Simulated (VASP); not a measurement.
Wanted: the native input for a VASP 6.6.1 run.

| Property | Result |
| --- | --- |
| Task | single point |
| Functional | LDA |
| Potentials or basis | VASP PAW LDA potentials, release 64 (Ti_sv) |
| Cutoff | 520 eV |
| k mesh | 10 × 10 × 10 |
| Occupations | gaussian, width 0.2 eV |
| Spin | no spin polarisation |
| Dipole correction | no |
| Further INCAR settings | ALGO = Normal; EDIFF = 1e-06; NBANDS = 12 |

The structure of Ti lies in POSCAR:

```
Ti
1.0
    0.0000000000      2.1081526054      2.1081526054
    2.1081526054      0.0000000000      2.1081526054
    2.1081526054      2.1081526054      0.0000000000
Ti
1
Direct
    0.0000000000      0.0000000000      0.0000000000
```

These files were run (other wordings do the same):

INCAR

```
SYSTEM = Ti
  ALGO = Normal
  EDIFF = 1E-6
  ENCUT = 520
  GGA = CA
  ISIF = 2
  ISMEAR = 0
  LASPH = .True.
  LCHARG = .False.
  LREAL = .False.
  LWAVE = .False.
  NBANDS = 12
  NELM = 100
  PREC = Accurate
  SIGMA = 0.2
```

KPOINTS

```
k-points
0
Gamma
  10 10 10
  0 0 0
```

Potentials or basis: VASP PAW LDA potentials, release 64 (Ti_sv).

Command:

```console
$ cat potpaw_LDA.64/Ti_sv/POTCAR > POTCAR
$ mpirun -np 1 vasp_std > vasp.out
```

It gave:

```json
{
  "Pressure": "-14.4 GPa",
  "Band gap on the k mesh": "zero (band 6 reaches 8.00 eV, above the bottom of band 7 at 6.96 eV)"
}
```

It took 14 s on 1 thread of AMD EPYC 7R43 64-Core Processor (Zen 3), on a shared host, peak memory 0.1 GiB.
